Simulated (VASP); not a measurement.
# BAs (F-43m) in VASP: a series of runs, part 2 of 2

VASP 6.6.1.

## (5) Single point, PBE (volume scaled by 0.96)

The input, INCAR:

```
SYSTEM = BAs
PREC = Accurate ; ENCUT = 520
EDIFF = 1E-6 ; ISMEAR = -1
SIGMA = 0.05 ; LREAL = .FALSE.
LASPH = .TRUE. ; NELM = 100
ALGO = Normal ; ISIF = 2
LWAVE = .FALSE. ; LCHARG = .TRUE.
GGA = PE ; LELF = .TRUE.
LVHAR = .TRUE. ; NBANDS = 11
```

The input, KPOINTS:

```
Automatic mesh
0
G
  10 10 10
  0 0 0
```

The input, POSCAR:

```
BAs
1.0
    0.0000000000      2.3562190158      2.3562190158
    2.3562190158      0.0000000000      2.3562190158
    2.3562190158      2.3562190158      0.0000000000
As B
1 1
Direct
    0.7500000000      0.7500000000      0.7500000000
    0.0000000000      0.0000000000      0.0000000000
```

Potentials or basis: VASP PAW PBE potentials, release 64 (As, B).

On the command line:

```sh
cat potpaw_PBE.64/As/POTCAR potpaw_PBE.64/B/POTCAR > POTCAR
mpirun -np 1 vasp_std > vasp.out
```

OUTCAR:

```text
SYSTEM = BAs
   PREC = Accurate
   ENCUT = 520
   EDIFF = 1E-6
   ISMEAR = -1
   LREAL = .FALSE.
   LASPH = .TRUE.
   NELM = 100
   ISIF = 2
   GGA = PE

 ion  position               nearest neighbor table
   1  0.750  0.750  0.750-   2 2.04   2 2.04   2 2.04   2 2.04
   2  0.000  0.000  0.000-   1 2.04   1 2.04   1 2.04   1 2.04

  LATTYP: Found a face centered cubic cell.
 ALAT       =     4.7124380316

  Lattice vectors:

 A1 = (   0.0000000000,   2.3562190158,   2.3562190158)
[... 513 lines left out ...]
      6       9.9904      0.00000
      7      15.7170      0.00000
      8      15.9237      0.00000
      9      18.9993      0.00000
     10      22.7262      0.00000
     11      22.9361      0.00000

 [... further k-points ...]
[... 5 lines left out ...]
  --------------------------------------------------------------------------------------
  -------------------------------------------------------------------------------------
  Total        1.6155045      1.6155045      1.6155045     -0.0000000      0.0000000     -0.0000000
  in kB       98.9331413     98.9331413     98.9331413     -0.0000000      0.0000000     -0.0000000
  external PRESSURE =      98.9331413 kB  Pullay stress =       0.0000000 kB

 VOLUME and BASIS-vectors are now :
 -----------------------------------------------------------------------------
  energy-cutoff  :      520.00
  volume of cell :       26.16
      direct lattice vectors                 reciprocal lattice vectors
     0.000000000  2.356219016  2.356219016    -0.212204382  0.212204382  0.212204382
     2.356219016  0.000000000  2.356219016     0.212204382 -0.212204382  0.212204382
     2.356219016  2.356219016  0.000000000     0.212204382  0.212204382 -0.212204382

 POSITION                                       TOTAL-FORCE (eV/Angst)
 -----------------------------------------------------------------------------------
      3.53433      3.53433      3.53433        -0.000000      0.000000      0.000000
      0.00000      0.00000      0.00000         0.000000     -0.000000     -0.000000
 -----------------------------------------------------------------------------------
    total drift:                                0.000000      0.000000      0.000000

  FREE ENERGIE OF THE ION-ELECTRON SYSTEM (eV)
  ---------------------------------------------------
  free  energy   TOTEN  =       -11.3615502071 eV

  energy  without entropy=      -11.3615500774  energy(sigma->0) =      -11.36155014
```

Run time: 28 s. Hardware: 1 thread of AMD EPYC 7R43 (Zen 3), shared host; peak memory 0.12 GiB.

What came out:

```
Free energy            : -11.3616 eV
Pressure               : 9.9 GPa
Band gap on the k mesh : 1.13 eV, indirect (least direct gap 3.33 eV)
```

## (6) Single point, PBE (volume scaled by 0.98)

The input, INCAR:

```
SYSTEM = BAs
ALGO = Normal
EDIFF = 1E-6
ENCUT = 520
GGA = PE
ISIF = 2
ISMEAR = -1
LASPH = .True.
LCHARG = .False.
LREAL = .False.
LWAVE = .False.
NBANDS = 11
NELM = 100
PREC = Accurate
SIGMA = 0.05
```

The input, KPOINTS:

```
k-points
0
Gamma
  10 10 10
  0 0 0
```

The input, POSCAR:

```
BAs
1.0
    0.0000000000      2.3724693156      2.3724693156
    2.3724693156      0.0000000000      2.3724693156
    2.3724693156      2.3724693156      0.0000000000
As B
1 1
Direct
    0.7500000000      0.7500000000      0.7500000000
    0.0000000000      0.0000000000      0.0000000000
```

Potentials or basis: VASP PAW PBE potentials, release 64 (As, B).

On the command line:

```sh
cat potpaw_PBE.64/As/POTCAR potpaw_PBE.64/B/POTCAR > POTCAR
mpirun -np 1 vasp_std > vasp.out
```

OUTCAR:

```text
SYSTEM = BAs
   EDIFF = 1E-6
   ENCUT = 520
   GGA = PE
   ISIF = 2
   ISMEAR = -1
   LASPH = .True.
   LREAL = .False.
   NELM = 100
   PREC = Accurate

 ion  position               nearest neighbor table
   1  0.750  0.750  0.750-   2 2.05   2 2.05   2 2.05   2 2.05
   2  0.000  0.000  0.000-   1 2.05   1 2.05   1 2.05   1 2.05

  LATTYP: Found a face centered cubic cell.
 ALAT       =     4.7449386312

  Lattice vectors:

 A1 = (   0.0000000000,   2.3724693156,   2.3724693156)
 A2 = (   2.3724693156,   0.0000000000,   2.3724693156)
 A3 = (   2.3724693156,   2.3724693156,   0.0000000000)

Analysis of symmetry for initial positions (statically):
=====================================================================
 Subroutine PRICEL returns:
 Original cell was already a primitive cell.

 Routine SETGRP: Setting up the symmetry group for a
 face centered cubic supercell.

 Subroutine GETGRP returns: Found 24 space group operations
 (whereof 24 operations were pure point group operations)
 out of a pool of 48 trial point group operations.

The static configuration has the point symmetry T_d .

Analysis of symmetry for dynamics (positions and initial velocities):
=====================================================================
 Subroutine PRICEL returns:
 Original cell was already a primitive cell.

 Routine SETGRP: Setting up the symmetry group for a
 face centered cubic supercell.

 Subroutine GETGRP returns: Found 24 space group operations
 (whereof 24 operations were pure point group operations)
 out of a pool of 48 trial point group operations.

The dynamic configuration has the point symmetry T_d .

 Subroutine INISYM returns: Found 24 space group operations
 (whereof 24 operations are pure point group operations),
 and found     1 'primitive' translations

----------------------------------------------------------------------------------------

                                     Primitive cell

  volume of cell :      26.7074

  direct lattice vectors                    reciprocal lattice vectors
     0.000000000  2.372469316  2.372469316    -0.210750882  0.210750882  0.210750882
     2.372469316  0.000000000  2.372469316     0.210750882 -0.210750882  0.210750882
     2.372469316  2.372469316  0.000000000     0.210750882  0.210750882 -0.210750882

  length of vectors
     3.355178282  3.355178282  3.355178282     0.365031235  0.365031235  0.365031235

  position of ions in fractional coordinates (direct lattice)
     0.750000000  0.750000000  0.750000000
     0.000000000  0.000000000  0.000000000

  ion indices of the primitive-cell ions
   primitive index   ion index
                 1           1
                 2           2

----------------------------------------------------------------------------------------

 KPOINTS: k-points

Automatic generation of k-mesh.
 Grid dimensions read from file:
 generate k-points for:   10   10   10

 Generating k-lattice:

  Cartesian coordinates                     Fractional coordinates (reciprocal lattice)
    -0.021075088  0.021075088  0.021075088     0.100000000  0.000000000  0.000000000
     0.021075088 -0.021075088  0.021075088     0.000000000  0.100000000  0.000000000
     0.021075088  0.021075088 -0.021075088     0.000000000  0.000000000  0.100000000

  Length of vectors
     0.036503123  0.036503123  0.036503123

  Shift w.r.t. Gamma in fractional coordinates (k-lattice)
     0.000000000  0.000000000  0.000000000

 Subroutine IBZKPT returns following result:
 ===========================================

 Found     47 irreducible k-points:

 Following reciprocal coordinates:
            Coordinates               Weight
  0.000000  0.000000  0.000000      1.000000
  0.100000  0.000000  0.000000      8.000000
  0.200000  0.000000  0.000000      8.000000
  0.300000  0.000000  0.000000      8.000000
  0.400000  0.000000  0.000000      8.000000
  0.500000  0.000000  0.000000      4.000000
[... 16 lines left out ...]
  0.300000  0.300000  0.000000      6.000000
  0.400000  0.300000  0.000000     24.000000
 [... further k-points ...]
   k-points           NKPTS =     47   k-points in BZ     NKDIM =     47   number of bands    NBANDS=     11
   number of dos      NEDOS =    301   number of ions     NIONS =      2
   total plane-waves  NPLWV =  21952
   dimension x,y,z NGX =    28 NGY =   28 NGZ =   28
   dimension x,y,z NGXF=    56 NGYF=   56 NGZF=   56
   ions per type =               1   1
   NGX,Y,Z   is equivalent  to a cutoff of  13.87, 13.87, 13.87 a.u.
   NGXF,Y,Z  is equivalent  to a cutoff of  27.75, 27.75, 27.75 a.u.
 SYSTEM =  BAs
   PREC   = accura    normal or accurate (medium, high low for compatibility)
   ISTART =      0    job   : 0-new  1-cont  2-samecut
   ICHARG =      2    charge: 1-file 2-atom 10-const
   ISPIN  =      1    spin polarized calculation?
   LNONCOLLINEAR =      F non collinear calculations
   LSORBIT =      F    spin-orbit coupling
   LASPH  =      T    aspherical Exc in radial PAW
   ENCUT  =  520.0 eV  38.22 Ry    6.18 a.u.   6.24  6.24  6.24*2*pi/ulx,y,z
   NELM   =    100;   NELMIN=  2; NELMDL= -5     # of ELM steps
   EDIFF  = 0.1E-05   stopping-criterion for ELM
   LREAL  =      F    real-space projection
   EDIFFG = 0.1E-04   stopping-criterion for IOM
   NSW    =      0    number of steps for IOM
   IBRION =     -1    ionic relax: 0-MD 1-quasi-New 2-CG
   NFREE  =      0    steps in history (QN), initial steepest desc. (CG)
   ISIF   =      2    stress and relaxation
   ISYM   =      2    0-nonsym 1-usesym 2-fastsym
   POTIM  = 0.5000    time-step for ionic-motion
   TEBEG  =    0.0;   TEEND  =   0.0 temperature during run
   PSTRESS=    0.0 pullay stress
   NELECT =       8.0000    total number of electrons
   NUPDOWN=      -1.0000    fix difference up-down
   EMIN   =  10.00;   EMAX   =-10.00  energy-range for DOS
   EFERMI =   0.00;   METHOD = LEGACY
   ISMEAR =    -1;   SIGMA  =   0.05  broadening in eV -4-tet -1-fermi 0-gaus
   EFERMI_NEDOS =   21; number of points for ismear=-14 and -15
   IALGO  =     38    algorithm
   IMIX   =      4    mixing-type and parameters
     AMIX     =   0.40;   BMIX     =  1.00
     AMIX_MAG =   1.60;   BMIX_MAG =  1.00
  volume/ion in A,a.u.               =      13.35        90.12
  Fermi-wavevector in a.u.,A,eV,Ry     =   1.095370  2.069949 16.324756  1.199836
  Thomas-Fermi vector in A             =   2.231692
   LORBIT       =      0    0 simple, 1 ext, 2 COOP (PROOUT), +10 PAW based schemes
   GGA     = PE    functional components
   LHFCALC =     F    Hartree Fock is set to
   AEXX    =    0.0000 exact exchange contribution
   IVDW    =     0    specifies the selected vdW correction
   LEPSILON=     F    determine dielectric tensor
   LRPA    =     F    only Hartree local field effects (RPA)
 non-spin polarized calculation
  energy-cutoff  :      520.00
  volume of cell :       26.71
 maximum number of plane-waves:       728
 NGX is ok and might be reduce to    28
   NGX = 13   NGY = 13   NGZ = 13

 number of electron       8.0000000 magnetization

 Free energy of the ion-electron system (eV)
  ---------------------------------------------------
  ext. energy  EPLUGINS =         0.00000000
  ---------------------------------------------------
  free energy    TOTEN  =       -11.38947130 eV

  energy without entropy =      -11.38947119  energy(sigma->0) =      -11.38947124

 E-fermi :   6.9111     XC(G=0): -10.6720

 val. band max:        6.3512174026   @ k =   0.0000   0.0000   0.0000
 cond. band min:       7.5055858871   @ k =   0.4000   0.4000   0.0000
 fundamental gap:      1.1543684846
 Fermi energy:         6.9110890693

 k-point     1 :       0.0000    0.0000    0.0000
  band No.  band energies     occupation
      1      -9.2361      2.00000
      2       6.3512      1.99997
      3       6.3512      1.99997
      4       6.3512      1.99997
      5       9.6534      0.00000
      6       9.6534      0.00000
      7       9.6534      0.00000
      8      11.2966      0.00000
      9      16.0334      0.00000
     10      19.3839      0.00000
     11      19.3839      0.00000
[... 309 lines left out ...]
 k-point    24 :       0.4000    0.3000    0.0000
  band No.  band energies     occupation
      1      -6.5365      2.00000
      2      -0.1612      2.00000
      3       2.2901      2.00000
      4       2.7910      2.00000
      5       8.0365      0.00000
      6       9.7528      0.00000
      7      15.3324      0.00000
      8      15.5530      0.00000
      9      18.5821      0.00000
     10      22.3554      0.00000
     11      22.4300      0.00000

 [... further k-points ...]
[... 5 lines left out ...]
  --------------------------------------------------------------------------------------
  -------------------------------------------------------------------------------------
  Total        1.0828821      1.0828821      1.0828821     -0.0000000     -0.0000000     -0.0000000
  in kB       64.9620828     64.9620828     64.9620828     -0.0000000     -0.0000000     -0.0000000
  external PRESSURE =      64.9620828 kB  Pullay stress =       0.0000000 kB

 VOLUME and BASIS-vectors are now :
 -----------------------------------------------------------------------------
  energy-cutoff  :      520.00
  volume of cell :       26.71
      direct lattice vectors                 reciprocal lattice vectors
     0.000000000  2.372469316  2.372469316    -0.210750882  0.210750882  0.210750882
     2.372469316  0.000000000  2.372469316     0.210750882 -0.210750882  0.210750882
     2.372469316  2.372469316  0.000000000     0.210750882  0.210750882 -0.210750882

 POSITION                                       TOTAL-FORCE (eV/Angst)
 -----------------------------------------------------------------------------------
      3.55870      3.55870      3.55870         0.000000     -0.000000     -0.000000
      0.00000      0.00000      0.00000        -0.000000      0.000000      0.000000
 -----------------------------------------------------------------------------------
    total drift:                                0.000000      0.000000      0.000000

  FREE ENERGIE OF THE ION-ELECTRON SYSTEM (eV)
  ---------------------------------------------------
  free  energy   TOTEN  =       -11.3894712976 eV

  energy  without entropy=      -11.3894711914  energy(sigma->0) =      -11.38947124
```

OSZICAR:

```text
N       E                     dE             d eps       ncg     rms          rms(c)
DAV:   1     0.123312887447E+02    0.12331E+02   -0.38342E+03  1034   0.646E+02
DAV:   2    -0.113674458058E+02   -0.23699E+02   -0.21971E+02  1432   0.106E+02
DAV:   3    -0.120668365907E+02   -0.69939E+00   -0.69664E+00  1284   0.166E+01
DAV:   4    -0.120688836036E+02   -0.20470E-02   -0.20469E-02  1159   0.101E+00
DAV:   5    -0.120688862590E+02   -0.26554E-05   -0.26562E-05  1219   0.398E-02    0.508E+00
DAV:   6    -0.114606826931E+02    0.60820E+00   -0.16432E+00  1106   0.527E+00    0.247E+00
DAV:   7    -0.113960915374E+02    0.64591E-01   -0.21004E-01  1205   0.224E+00    0.100E+00
DAV:   8    -0.113890100422E+02    0.70815E-02   -0.20732E-02  1178   0.823E-01    0.100E-01
DAV:   9    -0.113893115572E+02   -0.30152E-03   -0.75336E-04  1175   0.161E-01    0.610E-02
DAV:  10    -0.113894654884E+02   -0.15393E-03   -0.18963E-04  1114   0.843E-02    0.124E-02
DAV:  11    -0.113894712690E+02   -0.57807E-05   -0.52721E-06  1272   0.155E-02    0.110E-02
DAV:  12    -0.113894712976E+02   -0.28528E-07   -0.26408E-06  1106   0.884E-03
   1 F= -.11389471E+02 E0= -.11389471E+02  d E =-.106172E-06
```

stdout:

```text
POSCAR found type information on POSCAR AsB
 POSCAR found :  2 types and       2 ions
 scaLAPACK will be used
 LDA part: xc-table for (Slater+PW92), standard interpolation
 POSCAR, INCAR and KPOINTS ok, starting setup
 FFT: planning ... GRIDC
 FFT: planning ... GRID_SOFT
 FFT: planning ... GRID
 WAVECAR not read
 entering main loop
```

Run time: 24 s. Hardware: 1 thread of AMD EPYC 7R43 (Zen 3), shared host; peak memory 0.13 GiB.

What came out:

| Property | Result |
| --- | --- |
| Free energy | -11.3895 eV |
| Pressure | 6.5 GPa |
| Band gap on the k mesh | 1.15 eV, indirect (least direct gap 3.30 eV) |

Levels at points of the mesh, in eV from the valence-band top:
```csv
k point,band 1,band 2,band 3,band 4,band 5,band 6,band 7,band 8,band 9
"(0.00, 0.00, 0.00)",-15.59,0.00,0.00,0.00,3.30,3.30,3.30,4.95,9.68
"(0.50, 0.00, 0.00)",-12.64,-8.94,-1.86,-1.86,2.81,4.80,4.80,8.90,12.87
"(0.50, 0.50, 0.00)",-11.29,-8.64,-4.17,-4.17,1.40,1.42,11.56,11.56,13.05
```

 A k mesh can miss the band edges.

## (7) The runs side by side

```csv
task,level,cell,cutoff (eV),smearing,gap on the mesh (eV),pressure (GPa)
single point,PBE,"a = 3.378 Å, angles 60.0°, 2 atoms",520,gaussian 0.03 eV,1.18,3.4
relaxation of cell and atoms,BLYP+D4,"relaxed from a = 3.378 Å, angles 60.0°, 2 atoms",600,fermi-dirac 0.05 eV,1.40,0.0
single point,PBE,"a = 3.309 Å, angles 60.0°, 2 atoms",520,fermi-dirac 0.05 eV,1.11,13.6
single point,PBE,"a = 3.332 Å, angles 60.0°, 2 atoms",520,fermi-dirac 0.05 eV,1.13,9.9
single point,PBE,"a = 3.355 Å, angles 60.0°, 2 atoms",520,fermi-dirac 0.05 eV,1.15,6.5
```

Alike in all rows: potentials or basis VASP PAW PBE potentials, release 64 (As, B); no spin polarisation; k mesh 10 × 10 × 10.

Caveats: the PAW data sets were made with another functional, which shifts forces and pressure a little (some runs).

Absolute energies hang on the potentials; compare differences alone.
